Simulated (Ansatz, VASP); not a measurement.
## TiHg: VASP beside Ansatz

INCAR

```
SYSTEM = TiHg
  ALGO = Normal
  EDIFF = 1E-7
  EDIFFG = -0.005
  ENCUT = 500
  GGA = CA
  GGA_COMPAT = .FALSE.
  IBRION = 2
  ISIF = 3
  ISMEAR = 0
  LASPH = .TRUE.
  LCHARG = .FALSE.
  LREAL = .FALSE.
  LWAVE = .FALSE.
  NELM = 120
  NELMIN = 4
  NSW = 100
  PREC = Accurate
  SIGMA = 0.1
```

Contents of KPOINTS:

```
k-points
0
G
  14 14 10
  0 0 0
```

File POSCAR:

```
TiHg
1.0
    3.0090000000      0.0000000000      0.0000000000
    0.0000000000      3.0090000000      0.0000000000
    0.0000000000      0.0000000000      4.0410000000
Ti Hg
1 1
Direct
    0.5000000000      0.5000000000      0.5000000000
    0.0000000000      0.0000000000      0.0000000000
```

Input for Ansatz:

```yaml
crystal:
  lattice:
    - [3.009, 0.0, 0.0]
    - [0.0, 3.009, 0.0]
    - [0.0, 0.0, 4.041]
  atoms:
    - { symbol: Ti, position: [0.5, 0.5, 0.5] }
    - { symbol: Hg, position: [0.0, 0.0, 0.0] }
basis:
  ecutwfc: 420
kpoints:
  mp_grid: { grid: [14, 14, 10] }
hamiltonian:
  xc: lda
scf:
  occupations: { method: gaussian, width: 0.1 }
output:
  forces: true
  stress: true
  eigenvalues: true
  write_density: true
  write_potential: true
  elf: true
  volumetric_format: npy
relax:
  adjacent_minimum: "off"
  f_tol: 0.005
  max_steps: 80
  cell: { stress_tol: 0.05 }
```

Alike in both runs: task relaxation of cell and atoms; functional LDA; k mesh 14 × 14 × 10; occupations gaussian, width 0.1 eV; no spin polarisation.

|  | VASP | Ansatz |
| --- | --- | --- |
| version | VASP 6.6.1 | Ansatz 0.2.0 |
| potentials or method | VASP PAW LDA potentials, release 64 (Ti_sv, Hg_sv_GW), cutoff 500 eV | scalar-relativistic, plane waves, PAW |
| valence electrons in the cell | 32 | 32 |

Ansatz gave:

```
gap on the k mesh at the Fermi level, each at its own relaxed structure (eV) : none
relaxed volume (Å³/atom)                                                     : 17.27
relaxed cell length with the largest relative difference (Å)                 : 4.026
```

Task: What did VASP give for the same quantities?

Result: gap on the k mesh at the Fermi level, each at its own relaxed structure (eV): none; relaxed volume (Å³/atom): 17.27; relaxed cell length with the largest relative difference (Å): 4.024.

LDA's correlation is that of Perdew and Zunger in VASP and of Perdew and Wang (1992) in Ansatz. A gap of «none» marks a metal or a gap that the smearing closes.

Spin-orbit coupling is off throughout.
